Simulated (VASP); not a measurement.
The system is KI.

```
I K
1.0
     0.00000    3.50906    3.50906
     3.50906    0.00000    3.50906
     3.50906    3.50906    0.00000
I K
1 1
Direct
  0.50000 0.50000 0.50000
  0.00000 0.00000 0.00000
```

Base run:

* Program: VASP 6.6.1
* Functional: r2SCAN
* Potentials or basis: VASP PAW PBE potentials, release 64 (I, K_sv)
* Cutoff: 550 eV
* k mesh: 7 × 7 × 7
* Occupations: fermi-dirac, width 0.05 eV
* Spin: no spin polarisation

Its results: band gap on the k mesh 4.66 eV; pressure 0.4 GPa.

Q: The run is repeated on the same cell with these changes: functional from r2SCAN to HSE06; cutoff from 550 eV to 520 eV; k mesh from 7 × 7 × 7 to 4 × 4 × 4. What comes out?

A: Band gap on the k mesh 5.01 eV; pressure 0.7 GPa.

Several settings changed at once.

Caveats: the PAW data sets were made with another functional, which shifts forces and pressure a little; spin-orbit coupling is left out, which moves the levels of the heavy elements; an odd mesh through Γ misses points on the zone boundary, where band edges can lie (at least some runs).
